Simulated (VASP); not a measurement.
Write the native input for VASP 6.6.1 that does the following.

```
Task                   : single point
Functional             : r2SCAN
Potentials or basis    : VASP PAW PBE potentials, release 64 (Al)
Cutoff                 : 520 eV
k mesh                 : 21 × 21 × 10
Occupations            : gaussian, width 0.15 eV
Spin                   : no spin polarisation
Dipole correction      : no
Further INCAR settings : ALGO = Normal; EDIFF = 1e-06; NBANDS = 10
```

Al:

```
Al
1.0
     2.88277    0.00000    0.00000
    -1.44138    2.49655    0.00000
     0.00000    0.00000    4.86685
Al
2
Direct
  0.66667 0.33333 0.75000
  0.33333 0.66667 0.25000
```

This cell differs from its parent crystal: strain +0.0250 x Voigt [1, 1, 0, 0, 0, 0].

The input as run:

POSCAR

```
Al
1.0
    2.8827667353      0.0000000000      0.0000000000
   -1.4413833676      2.4965492260      0.0000000000
    0.0000000000      0.0000000000      4.8668500000
Al
2
Direct
    0.6666666667      0.3333333333      0.7500000000
    0.3333333333      0.6666666667      0.2500000000
```

INCAR.step1

```
ALGO     = Normal         # electronic algorithm
EDIFF    = 1E-4           # SCF threshold, eV
ENCUT    = 520            # plane-wave cutoff, eV
GGA      = PE             # functional
ISMEAR   = 0              # smearing method
LASPH    = T              # aspherical terms in the spheres
LCHARG   = F              # write CHGCAR
LREAL    = F              # projectors in reciprocal space
LWAVE    = T              # write WAVECAR
NBANDS   = 10             # bands
NELM     = 60             # most SCF steps
PREC     = Accurate       # precision mode
SIGMA    = 0.15           # smearing width, eV
```

INCAR.step2

```
ALGO     = Normal         # electronic algorithm
EDIFF    = 1E-6           # SCF threshold, eV
ENCUT    = 520            # plane-wave cutoff, eV
ISIF     = 2              # what is computed and relaxed
ISMEAR   = 0              # smearing method
ISTART   = 1            
LASPH    = T              # aspherical terms in the spheres
LCHARG   = T              # write CHGCAR
LELF     = T              # ELF
LMIXTAU  = T            
LREAL    = F              # projectors in reciprocal space
LVHAR    = T            
LWAVE    = F              # write WAVECAR
METAGGA  = R2SCAN         # meta-GGA
NBANDS   = 10             # bands
NELM     = 60             # most SCF steps
PREC     = Accurate       # precision mode
SIGMA    = 0.15           # smearing width, eV
```

KPOINTS

```
k-points
0
Gamma
  21 21 10
```

Potentials or basis: VASP PAW PBE potentials, release 64 (Al).

Run with:

```sh
$ cat potpaw_PBE.64/Al/POTCAR > POTCAR
$ cp INCAR.step1 INCAR
$ mpirun -np 1 vasp_std > vasp.out
$ cp INCAR.step2 INCAR
$ mpirun -np 1 vasp_std > vasp.out
```

It gave:

| Quantity | Value |
| --- | --- |
| Pressure | -6.7 GPa |
| Band gap on the k mesh | zero (band 3 reaches 11.42 eV, above the bottom of band 4 at 4.24 eV) |

Caveat: the cell differs from its parent crystal (strain +0.0250 x Voigt [1, 1, 0, 0, 0, 0]); the PAW data sets were made with another functional, which shifts forces and pressure a little.

Run time: 2.8 min on 1 thread of Intel(R) Xeon(R) Platinum 8259CL CPU @ 2.50GHz (Skylake/Cascade Lake), on a shared host, peak memory 0.21 GiB.
